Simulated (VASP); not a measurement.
Ti12Si: single point with PBE

The system is Ti12Si, a slab with vacuum.

```
Ti Si
1.0
     5.81509    0.00000    0.00000
    -2.90754    5.03602    0.00000
     0.00000    0.00000   19.99353
Ti Si
12 1
Direct
  0.33333 0.16667 0.20006
  0.33333 0.66667 0.20006
  0.83333 0.16667 0.20006
  0.83333 0.66667 0.20006
  0.16667 0.33333 0.31244
  0.16667 0.83333 0.31244
  0.66667 0.33333 0.31244
  0.66667 0.83333 0.31244
  0.00000 0.00000 0.42481
  0.00000 0.50000 0.42481
  0.50000 0.00000 0.42481
  0.50000 0.50000 0.42481
  0.00000 0.00000 0.54087
```

```yaml
Program: VASP 6.6.1
Task: single point
Functional: PBE
Potentials_or_basis: VASP PAW PBE potentials, release 64 (Ti_sv, Si)
Cutoff: 520 eV
k_mesh: 6 × 6 × 1
Occupations: gaussian, width 0.1 eV
Spin: no spin polarisation
```

```
Largest force          : 1.857 eV/Å
Band gap on the k mesh : zero (bands 74 and 75 overlap by 0.62 eV)
```

Forces in eV/Å, atoms in the order of the input:
```
Ti   0.008  0.005  0.062
Ti   0.000  0.000 -0.002
Ti  -0.008  0.005  0.062
Ti   0.000 -0.009  0.062
Ti   0.000  0.253 -0.211
Ti   0.219 -0.127 -0.211
Ti   0.000  0.000 -0.048
Ti  -0.219 -0.127 -0.211
Ti   0.000  0.000 -1.857
Ti   0.088  0.051  0.782
Ti   0.000 -0.102  0.782
Ti  -0.088  0.051  0.782
Si   0.000  0.000  0.006
```

Levels at points of the mesh, in eV from the Fermi level:
```
           k point  band 70  band 71  band 72  band 73  band 74  band 75  band 76  band 77  band 78  band 79
(0.00, 0.00, 0.00)    -0.15    -0.05     0.38     0.41     0.48     0.48     0.72     0.72     0.81     0.81
(0.50, 0.00, 0.00)    -0.45    -0.39    -0.35    -0.34    -0.18    -0.14    -0.04     0.00     0.02     0.15
```

Run time: 24 min on 1 thread of Intel(R) Xeon(R) 6975P-C (Granite Rapids), on a shared host, peak memory 0.83 GiB.
